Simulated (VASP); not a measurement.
A run of VASP 6.6.1 is set up as follows.

The input INCAR:

```
SYSTEM = Mg3Sb2
ALGO = Normal ; EDIFF = 1E-8
ENCUT = 520 ; GGA = PE
GGA_COMPAT = .False. ; ISIF = 2
ISMEAR = -1 ; LASPH = .True.
LCHARG = .False. ; LEFG = .True.
LREAL = .False. ; LWAVE = .False.
NBANDS = 16 ; NELM = 120
PREC = Accurate ; SIGMA = 0.08
```

The input KPOINTS:

```
k-points
0
Gamma
  7 7 4
  0 0 0
```

File POSCAR:

```
Mg3Sb2
1.0
    4.5820006928      0.0000000000      0.0000000000
   -2.2910003464      3.9681290001      0.0000000000
    0.0000000000      0.0000000000      7.2440000000
Mg Sb
3 2
Direct
    0.3333333333      0.6666666667      0.6300000000
    0.6666666667      0.3333333333      0.3700000000
    0.0000000000      0.0000000000      0.0000000000
    0.3333333333      0.6666666667      0.2350000000
    0.6666666667      0.3333333333      0.7650000000
```

Potentials or basis: VASP PAW PBE potentials, release 64 (Mg, Sb).

Launch:

```bash
$ cat potpaw_PBE.64/Mg/POTCAR potpaw_PBE.64/Sb/POTCAR > POTCAR
$ mpirun -np 1 vasp_std > vasp.out
```

(1) Predict the largest force.

(2) What does it give for the band gap on the k mesh?

(3) Estimate the pressure.

Results:

(1) 0.500 eV/Å.

(2) 0.34 eV (least direct gap 1.17 eV).

(3) 1.0 GPa.

Caveat: without QUAD_EFG the Cq values of the log hold for a quadrupole moment of 1 mb, not for the nuclei; spin-orbit coupling is left out, which moves the levels of the heavy elements; an odd mesh through Γ misses points on the zone boundary, where band edges can lie.
